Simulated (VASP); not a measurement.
# Al3B2N (P4/mmm) in VASP: single point with PBE

Aim: the single point of Al3B2N with PBE.

Everything below comes from runs of VASP 6.6.1. Logs are shortened: lines on timing, memory, paths and dates and some standing lists are left out, and cuts for length are marked.

### Step 1. The cell of the first run

It takes space group P4/mmm (No. 123, tetragonal). Conventional cell: a = 3.428 Å, b = 3.428 Å, c = 7.446 Å, α = 90.00°, β = 90.00°, γ = 90.00°. Al (site symmetry 4mm) has 1 N at 1.82 Å and 1 Al at 1.90 Å within 2.4 Å. Al (site symmetry 4/mmm) has 2 Al at 1.90 Å within 2.5 Å. B (site symmetry mmm) has 2 N at 1.71 Å within 2.3 Å. N (site symmetry 4/mmm) has 4 B at 1.71 Å and 2 Al at 1.82 Å within 2.3 Å.

### Step 2. Single point, PBE

The input, INCAR:

```
SYSTEM = Al3B2N
PREC = Accurate
ENCUT = 520
EDIFF = 1E-6
ISMEAR = 0
SIGMA = 0.1
LREAL = .False.
LASPH = .True.
NELM = 60
ALGO = Normal
ISIF = 2
LWAVE = .False.
LCHARG = .False.
GGA = PE
NBANDS = 19
```

The input, KPOINTS:

```
Automatic mesh
0
Gamma
  6 6 4
  0 0 0
```

The input, POSCAR:

```
Al3B2N
1.0
    3.4278353300      0.0000000000      0.0000000000
    0.0000000000      3.4278353300      0.0000000000
    0.0000000000      0.0000000000      7.4464733200
Al B N
3 2 1
Direct
    0.0000000000      0.0000000000      0.7447828800
    0.0000000000      0.0000000000      0.2552171200
    0.0000000000      0.0000000000      0.0000000000
    0.0000000000      0.5000000000      0.5000000000
    0.5000000000      0.0000000000      0.5000000000
    0.0000000000      0.0000000000      0.5000000000
```

Potentials or basis: VASP PAW PBE potentials, release 64 (Al, B, N).

On the command line:

```console
$ cat potpaw_PBE.64/Al/POTCAR potpaw_PBE.64/B/POTCAR potpaw_PBE.64/N/POTCAR > POTCAR
$ mpirun -np 1 vasp_std > vasp.out
```

OUTCAR:

```text
SYSTEM = Al3B2N
   PREC = Accurate
   ENCUT = 520
   EDIFF = 1E-6
   ISMEAR = 0
   LREAL = .False.
   LASPH = .True.
   NELM = 60
   ISIF = 2
   GGA = PE

 ion  position               nearest neighbor table
   1  0.000  0.000  0.745-   6 1.82   3 1.90   5 2.50   4 2.50   4 2.50   5 2.50
   2  0.000  0.000  0.255-   6 1.82   3 1.90   5 2.50   4 2.50   4 2.50   5 2.50
   3  0.000  0.000  0.000-   1 1.90   2 1.90
   4  0.000  0.500  0.500-   6 1.71   6 1.71   1 2.50   1 2.50   2 2.50   2 2.50
   5  0.500  0.000  0.500-   6 1.71   6 1.71   1 2.50   1 2.50   2 2.50   2 2.50
   6  0.000  0.000  0.500-   4 1.71   5 1.71   4 1.71   5 1.71   1 1.82   2 1.82

  LATTYP: Found a simple tetragonal cell.
 ALAT       =     3.4278353300
 C/A-ratio  =     2.1723544462

  Lattice vectors:

 A1 = (   3.4278353300,   0.0000000000,   0.0000000000)
 A2 = (   0.0000000000,   3.4278353300,   0.0000000000)
 A3 = (   0.0000000000,   0.0000000000,   7.4464733200)

Analysis of symmetry for initial positions (statically):
=====================================================================
 Subroutine PRICEL returns:
 Original cell was already a primitive cell.

 Routine SETGRP: Setting up the symmetry group for a
 simple tetragonal supercell.

 Subroutine GETGRP returns: Found 16 space group operations
 (whereof 16 operations were pure point group operations)
 out of a pool of 16 trial point group operations.

The static configuration has the point symmetry D_4h.

Analysis of symmetry for dynamics (positions and initial velocities):
=====================================================================
 Subroutine PRICEL returns:
 Original cell was already a primitive cell.

 Routine SETGRP: Setting up the symmetry group for a
 simple tetragonal supercell.

 Subroutine GETGRP returns: Found 16 space group operations
 (whereof 16 operations were pure point group operations)
 out of a pool of 16 trial point group operations.

The dynamic configuration has the point symmetry D_4h.

 Subroutine INISYM returns: Found 16 space group operations
 (whereof 16 operations are pure point group operations),
 and found     1 'primitive' translations

----------------------------------------------------------------------------------------

                                     Primitive cell

  volume of cell :      87.4965

  direct lattice vectors                    reciprocal lattice vectors
[... 94 lines left out ...]
   NELM   =     60;   NELMIN=  2; NELMDL= -5     # of ELM steps
   EDIFF  = 0.1E-05   stopping-criterion for ELM
   LREAL  =      F    real-space projection
   EDIFFG = 0.1E-04   stopping-criterion for IOM
   NSW    =      0    number of steps for IOM
   IBRION =     -1    ionic relax: 0-MD 1-quasi-New 2-CG
   NFREE  =      0    steps in history (QN), initial steepest desc. (CG)
   ISIF   =      2    stress and relaxation
   ISYM   =      2    0-nonsym 1-usesym 2-fastsym
   POTIM  = 0.5000    time-step for ionic-motion
   TEBEG  =    0.0;   TEEND  =   0.0 temperature during run
   PSTRESS=    0.0 pullay stress
   NELECT =      20.0000    total number of electrons
   NUPDOWN=      -1.0000    fix difference up-down
   EMIN   =  10.00;   EMAX   =-10.00  energy-range for DOS
   EFERMI =   0.00;   METHOD = LEGACY
   ISMEAR =     0;   SIGMA  =   0.10  broadening in eV -4-tet -1-fermi 0-gaus
   EFERMI_NEDOS =   21; number of points for ismear=-14 and -15
   IALGO  =     38    algorithm
   IMIX   =      4    mixing-type and parameters
     AMIX     =   0.40;   BMIX     =  1.00
     AMIX_MAG =   1.60;   BMIX_MAG =  1.00
  volume/ion in A,a.u.               =      14.58        98.41
  Fermi-wavevector in a.u.,A,eV,Ry     =   1.000971  1.891560 13.632250  1.001942
  Thomas-Fermi vector in A             =   2.133362
   LORBIT       =      0    0 simple, 1 ext, 2 COOP (PROOUT), +10 PAW based schemes
   GGA     = PE    functional components
   LHFCALC =     F    Hartree Fock is set to
   AEXX    =    0.0000 exact exchange contribution
   IVDW    =     0    specifies the selected vdW correction
   LEPSILON=     F    determine dielectric tensor
   LRPA    =     F    only Hartree local field effects (RPA)
 non-spin polarized calculation
 Gauss-broadening in eV      SIGMA  =   0.10
  energy-cutoff  :      520.00
  volume of cell :       87.50
 maximum number of plane-waves:      2396
 NGX is ok and might be reduce to    28
   NGX = 13   NGY = 13   NGZ = 27

 number of electron      19.9999998 magnetization

 Free energy of the ion-electron system (eV)
  ---------------------------------------------------
  ext. energy  EPLUGINS =         0.00000000
  ---------------------------------------------------
  free energy    TOTEN  =       -20.01972205 eV

  energy without entropy =      -20.00657970  energy(sigma->0) =      -20.01315087

 E-fermi :   5.3450     XC(G=0):  -9.6416

 val. band max:        5.3413886530   @ k =   0.5000   0.1667   0.5000
 cond. band min:       5.3935087552   @ k =   0.3333   0.1667   0.5000
 fundamental gap:      0.0521201022
 Fermi energy:         5.3449566794

 k-point     1 :       0.0000    0.0000    0.0000
  band No.  band energies     occupation
      1     -14.2035      2.00000
      2      -4.5860      2.00000
      3      -3.7217      2.00000
      4      -3.7217      2.00000
      5      -3.0271      2.00000
      6       0.9530      2.00000
[... 505 lines left out ...]
      6       1.0781      2.00000
[... 11 lines left out ...]
     18      11.5705      0.00000
     19      11.6743      0.00000

 [... further k-points ...]
[... 5 lines left out ...]
  --------------------------------------------------------------------------------------
  -------------------------------------------------------------------------------------
  Total       -2.5809929     -2.5809929     46.0072810      0.0000000      0.0000000      0.0000000
  in kB      -47.2614302    -47.2614302    842.4548032      0.0000000      0.0000000      0.0000000
  external PRESSURE =     249.3106476 kB  Pullay stress =       0.0000000 kB

 VOLUME and BASIS-vectors are now :
 -----------------------------------------------------------------------------
  energy-cutoff  :      520.00
  volume of cell :       87.50
      direct lattice vectors                 reciprocal lattice vectors
     3.427835330  0.000000000  0.000000000     0.291729300  0.000000000  0.000000000
     0.000000000  3.427835330  0.000000000     0.000000000  0.291729300  0.000000000
     0.000000000  0.000000000  7.446473320     0.000000000  0.000000000  0.134291759

 POSITION                                       TOTAL-FORCE (eV/Angst)
 -----------------------------------------------------------------------------------
      0.00000      0.00000      5.54601         0.000000     -0.000000     -9.841352
      0.00000      0.00000      1.90047         0.000000      0.000000      9.841352
      0.00000      0.00000      0.00000        -0.000000      0.000000      0.000000
      0.00000      1.71392      3.72324        -0.000000      0.000000      0.000000
      1.71392      0.00000      3.72324        -0.000000      0.000000      0.000000
      0.00000      0.00000      3.72324        -0.000000      0.000000      0.000000
 -----------------------------------------------------------------------------------
    total drift:                               -0.000000     -0.000000      0.000000

  FREE ENERGIE OF THE ION-ELECTRON SYSTEM (eV)
  ---------------------------------------------------
  free  energy   TOTEN  =       -20.0197220464 eV

  energy  without entropy=      -20.0065796966  energy(sigma->0) =      -20.01315087
```

It took 46 s on 1 thread of Intel Xeon 6975P-C, shared host; peak memory 0.22 GiB.

Results:

- Free energy: -20.0197 eV
- Pressure: 24.9 GPa
- Largest force: 9.841 eV/Å
- Band gap on the k mesh: zero (band 10 reaches 7.10 eV, above the bottom of band 11 at 3.59 eV)

Forces in eV/Å, atoms in the order of the input:
```
Al   0.000  0.000 -9.841
Al   0.000  0.000  9.841
Al   0.000  0.000  0.000
B    0.000  0.000  0.000
B    0.000  0.000  0.000
N    0.000  0.000  0.000
```

Stress tensor (GPa, compression positive):
```
-4.73  0.00  0.00
 0.00 -4.73  0.00
 0.00  0.00 84.25
```

Caveat: forces of over 1 eV/Å act on the atoms, so gaps and moduli don't describe the material at rest.
